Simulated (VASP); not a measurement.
Input of a VASP 6.6.1 run:

Contents of INCAR:

```
SYSTEM = HfSiO4
PREC = Accurate
ENCUT = 520
EDIFF = 1E-6
ISMEAR = -1
SIGMA = 0.02
LREAL = .FALSE.
LASPH = .TRUE.
NELM = 100
ALGO = Normal
ISIF = 2
LWAVE = .FALSE.
LCHARG = .FALSE.
GGA = PE
NBANDS = 50
```

File KPOINTS:

```
Automatic mesh
0
G
  6 6 6
  0 0 0
```

POSCAR

```
HfSiO4
1.0
   -3.1920984581      3.1920984581      2.8961958772
    3.1920984581     -3.1920984581      2.8961958772
    3.1920984581      3.1920984581     -2.8961958772
Hf Si O
2 2 8
Direct
    0.0000000000      0.0000000000      0.0000000000
    0.7500000000      0.2500000000      0.5000000000
    0.2500000000      0.7500000000      0.5000000000
    0.5000000000      0.5000000000      0.0000000000
    0.1331050260      0.3204517503      0.8126532758
    0.0704517503      0.7577984745      0.6873467242
    0.0704517503      0.3831050260      0.3126532758
    0.5077984745      0.3204517503      0.1873467242
    0.6795482497      0.4922015255      0.8126532758
    0.6168949740      0.9295482497      0.6873467242
    0.2422015255      0.9295482497      0.3126532758
    0.6795482497      0.8668949740      0.1873467242
```

Potentials or basis: VASP PAW PBE potentials, release 64 (Hf_pv, Si, O).

Run with:

```console
$ cat potpaw_PBE.64/Hf_pv/POTCAR potpaw_PBE.64/Si/POTCAR potpaw_PBE.64/O/POTCAR > POTCAR
$ mpirun -np 1 vasp_std > vasp.out
```

Problem. What does it give for the pressure?

Solution. 31.3 GPa.

Problem. Predict the band gap on the k mesh.

Solution. 5.87 eV (least direct gap 6.30 eV).

Problem. Estimate the largest force.

Solution. 0.513 eV/Å.

Stress tensor (GPa, compression positive):
```
29.79  0.00  0.00
 0.00 29.79  0.00
 0.00  0.00 34.19
```

Caveat: the cell differs from its parent crystal (strain -3.0%); the cell stands under pressure; spin-orbit coupling is left out, which moves the levels of the heavy elements. A k mesh can miss the band edges.
